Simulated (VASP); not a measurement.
# Te (R-3m) in VASP: a series of runs

Te is run at these levels: LDA, PBEsol; tasks: single point.

Program: VASP 6.6.1. These are calculated values, not measurements. Logs are shortened: lines on timing, memory, paths and dates and some standing lists are left out, and cuts for length are marked.

## 1. The cell of the first run

It takes space group R-3m (No. 166, trigonal). Conventional cell: a = 4.642 Å, b = 4.642 Å, c = 5.106 Å, α = 90.00°, β = 90.00°, γ = 120.00°. Te (site symmetry -3m) has 6 Te at 3.18 Å within 4.2 Å.

## 2. Single point, LDA (volume scaled by 1.02)

Input file INCAR:

```
PREC = Accurate
ENCUT = 520
EDIFF = 1E-7
ISMEAR = -1
SIGMA = 0.05
LREAL = F
LASPH = T
NELM = 80
ALGO = Normal
ISIF = 2
LWAVE = F
LCHARG = F
NBANDS = 9
```

Input file KPOINTS:

```
Automatic mesh
0
Gamma
  9 9 9
```

Input file POSCAR:

```
Te
1.0
    2.3211756774      1.3401314022      1.7021523992
   -2.3211756774      1.3401314022      1.7021523992
    0.0000000000     -2.6802628044      1.7021523992
Te
1
Direct
    0.5000000000      0.5000000000      0.5000000000
```

Potentials or basis: VASP PAW LDA potentials, release 64 (Te).

Run with:

```sh
$ cat potpaw_LDA.64/Te/POTCAR > POTCAR
$ mpirun -np 1 vasp_std > vasp.out
```

OUTCAR:

```text
PREC = Accurate
   ENCUT = 520
   EDIFF = 1E-7
   ISMEAR = -1
   LREAL = F
   LASPH = T
   NELM = 80
   ISIF = 2

 ion  position               nearest neighbor table
   1  0.500  0.500  0.500-

  LATTYP: Found a trigonal (rhomboedric) cell.
 ALAT       =     3.1750797613
 COS(alpha) =    -0.0688991668

  Lattice vectors:

 A1 = (   2.3211756774,   1.3401314022,   1.7021523992)
 A2 = (  -2.3211756774,   1.3401314022,   1.7021523992)
 A3 = (   0.0000000000,  -2.6802628044,   1.7021523992)

Analysis of symmetry for initial positions (statically):
=====================================================================
 Subroutine PRICEL returns:
 Original cell was already a primitive cell.

 Routine SETGRP: Setting up the symmetry group for a
 trigonal (rhombohedral) supercell.

 Subroutine GETGRP returns: Found 12 space group operations
 (whereof 12 operations were pure point group operations)
 out of a pool of 12 trial point group operations.

The static configuration has the point symmetry D_3d.

Analysis of symmetry for dynamics (positions and initial velocities):
=====================================================================
 Subroutine PRICEL returns:
 Original cell was already a primitive cell.

 Routine SETGRP: Setting up the symmetry group for a
 trigonal (rhombohedral) supercell.

 Subroutine GETGRP returns: Found 12 space group operations
 (whereof 12 operations were pure point group operations)
 out of a pool of 12 trial point group operations.

The dynamic configuration has the point symmetry D_3d.

 Subroutine INISYM returns: Found 12 space group operations
 (whereof 12 operations are pure point group operations),
 and found     1 'primitive' translations

----------------------------------------------------------------------------------------

                                     Primitive cell

  volume of cell :      31.7691

  direct lattice vectors                    reciprocal lattice vectors
     2.321175677  1.340131402  1.702152399     0.215408082  0.124365914  0.195830487
    -2.321175677  1.340131402  1.702152399    -0.215408082  0.124365914  0.195830487
     0.000000000 -2.680262804  1.702152399     0.000000000 -0.248731828  0.195830487

  length of vectors
     3.175079761  3.175079761  3.175079761     0.316570848  0.316570848  0.316570848

  position of ions in fractional coordinates (direct lattice)
[... 73 lines left out ...]
   LSORBIT =      F    spin-orbit coupling
   LASPH  =      T    aspherical Exc in radial PAW
   ENCUT  =  520.0 eV  38.22 Ry    6.18 a.u.   5.90  5.90  5.90*2*pi/ulx,y,z
   NELM   =     80;   NELMIN=  2; NELMDL= -5     # of ELM steps
   EDIFF  = 0.1E-06   stopping-criterion for ELM
   LREAL  =      F    real-space projection
   EDIFFG = 0.1E-05   stopping-criterion for IOM
   NSW    =      0    number of steps for IOM
   IBRION =     -1    ionic relax: 0-MD 1-quasi-New 2-CG
   NFREE  =      0    steps in history (QN), initial steepest desc. (CG)
   ISIF   =      2    stress and relaxation
   ISYM   =      2    0-nonsym 1-usesym 2-fastsym
   POTIM  = 0.5000    time-step for ionic-motion
   TEBEG  =    0.0;   TEEND  =   0.0 temperature during run
   PSTRESS=    0.0 pullay stress
   NELECT =       6.0000    total number of electrons
   NUPDOWN=      -1.0000    fix difference up-down
   EMIN   =  10.00;   EMAX   =-10.00  energy-range for DOS
   EFERMI =   0.00;   METHOD = LEGACY
   ISMEAR =    -1;   SIGMA  =   0.05  broadening in eV -4-tet -1-fermi 0-gaus
   EFERMI_NEDOS =   21; number of points for ismear=-14 and -15
   IALGO  =     38    algorithm
   IMIX   =      4    mixing-type and parameters
     AMIX     =   0.40;   BMIX     =  1.00
     AMIX_MAG =   1.60;   BMIX_MAG =  1.00
  volume/ion in A,a.u.               =      31.77       214.39
  Fermi-wavevector in a.u.,A,eV,Ry     =   0.939269  1.774962 12.003430  0.882227
  Thomas-Fermi vector in A             =   2.066565
   LORBIT       =      0    0 simple, 1 ext, 2 COOP (PROOUT), +10 PAW based schemes
   GGA     = CA    functional components
   LHFCALC =     F    Hartree Fock is set to
   AEXX    =    0.0000 exact exchange contribution
   IVDW    =     0    specifies the selected vdW correction
   LEPSILON=     F    determine dielectric tensor
   LRPA    =     F    only Hartree local field effects (RPA)
 non-spin polarized calculation
  energy-cutoff  :      520.00
  volume of cell :       31.77
 maximum number of plane-waves:       872
   NGX = 11   NGY = 11   NGZ = 11

 number of electron       5.9999999 magnetization

 Free energy of the ion-electron system (eV)
  ---------------------------------------------------
  ext. energy  EPLUGINS =         0.00000000
  ---------------------------------------------------
  free energy    TOTEN  =        -3.77823071 eV

  energy without entropy =       -3.77283734  energy(sigma->0) =       -3.77553402

 E-fermi :   6.6640     XC(G=0):  -9.6245

 val. band max:        6.6521316422   @ k =   0.2222   0.1111   0.1111
 cond. band min:       6.6712756388   @ k =  -0.3333  -0.3333   0.2222
 fundamental gap:      0.0191439965
 Fermi energy:         6.6640426411

 k-point     1 :       0.0000    0.0000    0.0000
  band No.  band energies     occupation
      1      -7.1570      2.00000
      2       7.6079      0.00000
      3       8.0591      0.00000
      4       8.0591      0.00000
      5      12.7742      0.00000
      6      12.7742      0.00000
      7      13.1547      0.00000
      8      23.3240      0.00000
      9      23.3678      0.00000
[... 265 lines left out ...]
 k-point    24 :       0.4444    0.4444    0.0000
  band No.  band energies     occupation
      1      -3.7038      2.00000
      2       1.9191      2.00000
      3       2.5652      2.00000
      4       9.1111      0.00000
      5      10.3682      0.00000
      6      16.7860      0.00000
      7      18.6838      0.00000
      8      19.1193      0.00000
      9      19.4930      0.00000

 [... further k-points ...]
[... 5 lines left out ...]
  --------------------------------------------------------------------------------------
  -------------------------------------------------------------------------------------
  Total       -0.4527597     -0.4527597     -0.3273273      0.0000000      0.0000000      0.0000000
  in kB      -22.8335412    -22.8335412    -16.5077428      0.0000000      0.0000000      0.0000000
  external PRESSURE =     -20.7249417 kB  Pullay stress =       0.0000000 kB

 VOLUME and BASIS-vectors are now :
 -----------------------------------------------------------------------------
  energy-cutoff  :      520.00
  volume of cell :       31.77
      direct lattice vectors                 reciprocal lattice vectors
     2.321175677  1.340131402  1.702152399     0.215408082  0.124365914  0.195830487
    -2.321175677  1.340131402  1.702152399    -0.215408082  0.124365914  0.195830487
     0.000000000 -2.680262804  1.702152399     0.000000000 -0.248731828  0.195830487

 POSITION                                       TOTAL-FORCE (eV/Angst)
 -----------------------------------------------------------------------------------
      0.00000      0.00000      2.55323         0.000000      0.000000     -0.000000
 -----------------------------------------------------------------------------------
    total drift:                                0.000000      0.000000     -0.000000

  FREE ENERGIE OF THE ION-ELECTRON SYSTEM (eV)
  ---------------------------------------------------
  free  energy   TOTEN  =        -3.7782307085 eV

  energy  without entropy=       -3.7728373383  energy(sigma->0) =       -3.77553402
```

OSZICAR:

```text
N       E                     dE             d eps       ncg     rms          rms(c)
DAV:   1     0.170801017616E+02    0.17080E+02   -0.25570E+03  1530   0.535E+02
DAV:   2    -0.317553083900E+01   -0.20256E+02   -0.19495E+02  2028   0.721E+01
DAV:   3    -0.377576386346E+01   -0.60023E+00   -0.59853E+00  1875   0.155E+01
DAV:   4    -0.378046465181E+01   -0.47008E-02   -0.47004E-02  2173   0.157E+00
DAV:   5    -0.378051381491E+01   -0.49163E-04   -0.49162E-04  1967   0.120E-01    0.757E+00
DAV:   6    -0.377899816789E+01    0.15156E-02   -0.83560E-04  1907   0.142E-01    0.463E+00
DAV:   7    -0.377824511943E+01    0.75305E-03   -0.16415E-03  1673   0.204E-01    0.109E-01
DAV:   8    -0.377823027799E+01    0.14841E-04   -0.74258E-05  1697   0.485E-02    0.323E-02
DAV:   9    -0.377823081414E+01   -0.53615E-06   -0.43458E-06  2088   0.114E-02    0.104E-02
DAV:  10    -0.377823067352E+01    0.14062E-06   -0.44682E-07  1778   0.315E-03    0.527E-03
DAV:  11    -0.377823070846E+01   -0.34945E-07   -0.32315E-08  1500   0.128E-03
   1 F= -.37782307E+01 E0= -.37755340E+01  d E =-.539337E-02
```

stdout:

```text
POSCAR found type information on POSCAR Te
 POSCAR found :  1 types and       1 ions
 scaLAPACK will be used
 LDA part: xc-table for (Slater(with rela. corr.)+CA(PZ))
 , standard interpolation
 POSCAR, INCAR and KPOINTS ok, starting setup
 FFT: planning ... GRIDC
 FFT: planning ... GRID_SOFT
 FFT: planning ... GRID
 WAVECAR not read
 entering main loop
```

It took 6 s on 1 thread of Intel Xeon Platinum 8488C (Sapphire Rapids), shared host; peak memory 0.14 GiB.

What came out:

- Free energy: -3.7782 eV
- Pressure: -2.1 GPa
- Band gap on the k mesh: zero (band 3 reaches 8.99 eV, above the bottom of band 4 at 4.26 eV)

Caveat: the cell differs from its parent crystal (volume scaled by 1.02); spin-orbit coupling is left out, which moves the levels of the heavy elements.

## 3. Single point, LDA (volume scaled by 1.04)

Input file INCAR:

```
PREC = Accurate
ENCUT = 520
EDIFF = 1E-6
ISMEAR = -1
SIGMA = 0.05
LREAL = F
LASPH = T
NELM = 100
ALGO = Normal
ISIF = 2
LWAVE = F
LCHARG = T
GGA = CA
LELF = T
LVHAR = T
NBANDS = 9
```

KPOINTS is that of step 2.

Input file POSCAR:

```
Te
1.0
    2.3362486691      1.3488337980      1.7132056465
   -2.3362486691      1.3488337980      1.7132056465
    0.0000000000     -2.6976675961      1.7132056465
Te
1
Direct
    0.5000000000      0.5000000000      0.5000000000
```

Potentials or basis: VASP PAW LDA potentials, release 64 (Te).

Run with:

```sh
$ cat potpaw_LDA.64/Te/POTCAR > POTCAR
$ mpirun -np 1 vasp_std > vasp.out
```

Run time: 5.4 s. Hardware: 1 thread of Intel Xeon Platinum 8488C (Sapphire Rapids), shared host; peak memory 0.14 GiB.

It converged, with:

| Property | Result |
| --- | --- |
| Free energy | -3.7683 eV |
| Pressure | -3.0 GPa |
| Band gap on the k mesh | zero (band 3 reaches 8.67 eV, above the bottom of band 4 at 4.05 eV) |

Stress tensor (GPa, compression positive):
```
-3.32  0.00  0.00
 0.00 -3.32  0.00
 0.00  0.00 -2.46
```

Levels at points of the mesh, in eV from the Fermi level:
```csv
k point,band 1,band 2,band 3,band 4,band 5,band 6,band 7
"(0.00, 0.00, 0.00)",-13.67,0.93,1.37,1.37,6.13,6.13,6.41
```

Caveat: the cell differs from its parent crystal (volume scaled by 1.04); spin-orbit coupling is left out, which moves the levels of the heavy elements.

## 4. Single point, LDA (volume scaled by 1.06)

Input file INCAR:

```
SYSTEM = Te
PREC     = Accurate       ! precision mode
ENCUT    = 520            ! plane-wave cutoff, eV
EDIFF    = 1E-6           ! SCF threshold, eV
ISMEAR   = -1             ! smearing method
SIGMA    = 0.05           ! smearing width, eV
LREAL    = .False.        ! projectors in reciprocal space
LASPH    = .True.         ! aspherical terms in the spheres
NELM     = 60             ! most SCF steps
ALGO     = Normal         ! electronic algorithm
ISIF     = 2              ! what is computed and relaxed
LWAVE    = .False.        ! write WAVECAR
LCHARG   = .False.        ! write CHGCAR
NBANDS   = 9              ! bands
```

Input file KPOINTS:

```
Automatic mesh
0
Gamma
  9 9 9
  0 0 0
```

Input file POSCAR:

```
Te
1.0
    2.3511296351      1.3574253277      1.7241180786
   -2.3511296351      1.3574253277      1.7241180786
    0.0000000000     -2.7148506555      1.7241180786
Te
1
Direct
    0.5000000000      0.5000000000      0.5000000000
```

Potentials or basis: VASP PAW LDA potentials, release 64 (Te).

Run with:

```sh
$ cat potpaw_LDA.64/Te/POTCAR > POTCAR
$ mpirun -np 1 vasp_std > vasp.out
```

OUTCAR:

```text
SYSTEM = Te
   PREC = Accurate
   ENCUT = 520
   EDIFF = 1E-6
   ISMEAR = -1
   LREAL = .False.
   LASPH = .True.
   NELM = 60
   ISIF = 2

 ion  position               nearest neighbor table
   1  0.500  0.500  0.500-

  LATTYP: Found a trigonal (rhomboedric) cell.
 ALAT       =     3.2160530515
 COS(alpha) =    -0.0688991668

  Lattice vectors:

 A1 = (   2.3511296351,   1.3574253277,   1.7241180786)
 A2 = (  -2.3511296351,   1.3574253277,   1.7241180786)
 A3 = (   0.0000000000,  -2.7148506555,   1.7241180786)
[... 457 lines left out ...]
      1      -4.1563      2.00000
      2       1.6346      2.00000
      3       2.2485      2.00000
      4       8.7725      0.00000
      5       9.6371      0.00000
      6      16.1114      0.00000
      7      18.0805      0.00000
      8      18.5238      0.00000
      9      18.9005      0.00000

 [... further k-points ...]
[... 5 lines left out ...]
  --------------------------------------------------------------------------------------
  -------------------------------------------------------------------------------------
  Total       -0.8706975     -0.8706975     -0.6523445     -0.0000000      0.0000000      0.0000000
  in kB      -42.2539268    -42.2539268    -31.6575124     -0.0000000      0.0000000      0.0000000
  external PRESSURE =     -38.7217887 kB  Pullay stress =       0.0000000 kB

 VOLUME and BASIS-vectors are now :
 -----------------------------------------------------------------------------
  energy-cutoff  :      520.00
  volume of cell :       33.01
      direct lattice vectors                 reciprocal lattice vectors
     2.351129635  1.357425328  1.724118079     0.212663731  0.122781462  0.193335559
    -2.351129635  1.357425328  1.724118079    -0.212663731  0.122781462  0.193335559
     0.000000000 -2.714850655  1.724118079     0.000000000 -0.245562925  0.193335559

 POSITION                                       TOTAL-FORCE (eV/Angst)
 -----------------------------------------------------------------------------------
      0.00000     -0.00000      2.58618         0.000000      0.000000      0.000000
 -----------------------------------------------------------------------------------
    total drift:                                0.000000      0.000000     -0.000000

  FREE ENERGIE OF THE ION-ELECTRON SYSTEM (eV)
  ---------------------------------------------------
  free  energy   TOTEN  =        -3.7549414283 eV

  energy  without entropy=       -3.7494558595  energy(sigma->0) =       -3.75219864
```

stdout:

```text
POSCAR found type information on POSCAR Te
 POSCAR found :  1 types and       1 ions
 scaLAPACK will be used
 LDA part: xc-table for (Slater(with rela. corr.)+CA(PZ))
 , standard interpolation
 POSCAR, INCAR and KPOINTS ok, starting setup
 FFT: planning ... GRIDC
 FFT: planning ... GRID_SOFT
 FFT: planning ... GRID
 WAVECAR not read
 entering main loop
```

Wall time 5.3 s (1 thread of Intel Xeon Platinum 8488C (Sapphire Rapids), shared host); peak memory 0.14 GiB.

Results:

* Free energy: -3.7549 eV
* Pressure: -3.9 GPa
* Band gap on the k mesh: zero (band 3 reaches 8.36 eV, above the bottom of band 4 at 3.85 eV)

Caveat: the cell differs from its parent crystal (volume scaled by 1.06); spin-orbit coupling is left out, which moves the levels of the heavy elements.

## 5. Single point, PBEsol

This run uses another cell than the first one, of 31.15 Å³/atom, 0.980 times its volume.

Input file INCAR:

```
PREC = Accurate ; ENCUT = 520
EDIFF = 1E-6 ; ISMEAR = -1
SIGMA = 0.05 ; LREAL = False
LASPH = True ; NELM = 80
ALGO = Normal ; ISIF = 2
LWAVE = False ; LCHARG = False
GGA = PS ; NBANDS = 9
```

Input file KPOINTS:

```
regular mesh
0
Gamma
  7 7 7
```

Input file POSCAR:

```
Te
1.0
    2.3059043427      1.3313144930      1.6909537039
   -2.3059043427      1.3313144930      1.6909537039
    0.0000000000     -2.6626289860      1.6909537039
Te
1
Direct
    0.5000000000      0.5000000000      0.5000000000
```

Potentials or basis: VASP PAW PBE potentials, release 64 (Te).

Run with:

```sh
$ cat potpaw_PBE.64/Te/POTCAR > POTCAR
$ mpirun -np 1 vasp_std > vasp.out
```

It took 2.8 s on 1 thread of Intel Xeon 6975P-C (Granite Rapids), shared host; peak memory 0.13 GiB.

The run converged. Its results:

* Free energy: -3.4733 eV
* Pressure: -0.4 GPa
* Band gap on the k mesh: zero (band 3 reaches 9.32 eV, above the bottom of band 4 at 4.45 eV)

Stress tensor (GPa, compression positive):
```
-0.64  0.00  0.00
 0.00 -0.64  0.00
 0.00  0.00 -0.02
```

Levels at points of the mesh, in eV from the Fermi level:
```csv
k point,band 1,band 2,band 3,band 4,band 5,band 6,band 7
"(0.00, 0.00, 0.00)",-14.12,0.83,1.31,1.31,5.93,5.93,6.42
```

Caveat: the PAW data sets were made with another functional, which shifts forces and pressure a little; spin-orbit coupling is left out, which moves the levels of the heavy elements.

## 6. Overview

```csv
level,potentials or basis,cell,k mesh,gap on the mesh (eV),pressure (GPa)
LDA,"VASP PAW LDA potentials, release 64 (Te)","a = 3.175 Å, angles 94.0°, 1 atom",9 × 9 × 9,none,-2.1
LDA,"VASP PAW LDA potentials, release 64 (Te)","a = 3.196 Å, angles 94.0°, 1 atom",9 × 9 × 9,none,-3.0
LDA,"VASP PAW LDA potentials, release 64 (Te)","a = 3.216 Å, angles 94.0°, 1 atom",9 × 9 × 9,none,-3.9
PBEsol,"VASP PAW PBE potentials, release 64 (Te)","a = 3.154 Å, angles 94.0°, 1 atom",7 × 7 × 7,none,-0.4
```

Alike in all rows: task single point; no spin polarisation; cutoff (eV) 520; smearing fermi-dirac 0.05 eV.

Caveats: spin-orbit coupling is left out, which moves the levels of the heavy elements; the PAW data sets were made with another functional, which shifts forces and pressure a little (some runs).

Total energies depend on the potentials used, so only differences within one code and one set of settings carry meaning.
